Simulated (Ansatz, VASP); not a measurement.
Two plane-wave programs on CoSi2

File INCAR:

```
SYSTEM = CoSi2
  ALGO = Normal
  EDIFF = 1E-6
  ENCUT = 520
  GGA = PE
  ISIF = 2
  ISMEAR = 0
  LASPH = .TRUE.
  LCHARG = .FALSE.
  LREAL = .FALSE.
  LWAVE = .FALSE.
  NBANDS = 16
  NELM = 60
  PREC = Accurate
  SIGMA = 0.15
```

Contents of KPOINTS:

```
k-points
0
G
  12 12 12
  0 0 0
```

File POSCAR:

```
CoSi2
1.0
    0.0000000000      2.7114004273      2.6177282631
    2.7114004273      0.0000000000      2.6177282631
    2.7114004273      2.7114004273      0.0000000000
Co Si
1 2
Direct
    0.0000000000      0.0000000000      0.0000000000
    0.2347024993      0.2347024993      0.2652975007
    0.7652975007      0.7652975007      0.7347024993
```

Input for Ansatz:

```yaml
crystal:
  lattice:
    - [0.0, 2.7114004273, 2.6177282631]
    - [2.7114004273, 0.0, 2.6177282631]
    - [2.7114004273, 2.7114004273, 0.0]
  atoms:
    - { symbol: Co, position: [0.0, 0.0, 0.0] }
    - { symbol: Si, position: [0.2347024993, 0.2347024993, 0.2652975007] }
    - { symbol: Si, position: [0.7652975007, 0.7652975007, 0.7347024993] }
basis:
  ecutwfc: 520.0
kpoints:
  mp_grid: { grid: [12, 12, 12] }
hamiltonian:
  xc: pbe
  pseudopotentials: { kind: paw, azcp: { folder: soft_1 } }
scf:
  occupations: { method: gaussian, width: 0.15 }
output:
  forces: true
  stress: true
  eigenvalues: true
```

Change from the starting cell: mode 6 frozen in at -0.082 Å, strain +e along z and -e/2 along x and y -0.0233.

Alike in both runs: task single point; functional PBE; k mesh 12 × 12 × 12; occupations gaussian, width 0.15 eV; no spin polarisation.

```csv
,VASP,Ansatz
version,VASP 6.6.1,Ansatz 0.2.0
potentials or method,"VASP PAW PBE potentials, release 64 (Co, Si), cutoff 520 eV","scalar-relativistic, plane waves, PAW"
valence electrons in the cell,17,25
```

Ansatz gave:

```
gap on the k mesh at the Fermi level (eV)                     : none
pressure (GPa)                                                : 1.4
traceless stress, the component that is largest in VASP (GPa) : 5.58
rms of the force components (eV/Å)                            : 0.509
```

Problem. What did VASP give for the same quantities?

Solution. gap on the k mesh at the Fermi level (eV): none; pressure (GPa): 1.0; traceless stress, the component that is largest in VASP (GPa): 5.58; rms of the force components (eV/Å): 0.507.

Atom by atom the forces differ by 0.002 eV/Å (rms over components). A gap of «none» marks a metal or a gap that the smearing closes. The functional is the same, so the differences come from potentials, cutoffs and numerics. VASP's potentials hold 17 valence electrons a cell and Ansatz's 25, so a difference there can come from the potentials and not from the codes.
